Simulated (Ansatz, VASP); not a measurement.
# Two plane-wave programs on In3H

```xyz
4
Lattice="4.5300 0.0000 0.0000 0.0000 4.5300 0.0000 0.0000 0.0000 4.5300" Properties=species:S:1:pos:R:3 pbc="T T T"
In    0.0000    2.2650    2.2650
In    2.2650    0.0000    2.2650
In    2.2650    2.2650    0.0000
H     0.0000    0.0000    0.0000
```

Alike in both runs: functional PBE; k mesh 4 × 4 × 4; occupations gaussian, width 0.1 eV; no spin polarisation.

Ansatz relaxed the structure, and its values are those at the end. VASP's run is a single point on that final structure, the one shown.

|  | VASP | Ansatz |
| --- | --- | --- |
| version | VASP 6.6.1 | Ansatz 0.2.0 |
| potentials or method | VASP PAW PBE potentials, release 64 (In_d, H), cutoff 520 eV | scalar-relativistic, plane waves, PAW |
| valence electrons in the cell | 40 | 40 |

|  | VASP | Ansatz | Ansatz less VASP |
| --- | --- | --- | --- |
| gap on the k mesh at the Fermi level (eV) | none | none | - |
| pressure (GPa) | 0.3 | 0.4 | +0.05 |

A gap of «none» marks a metal or a gap that the smearing closes.
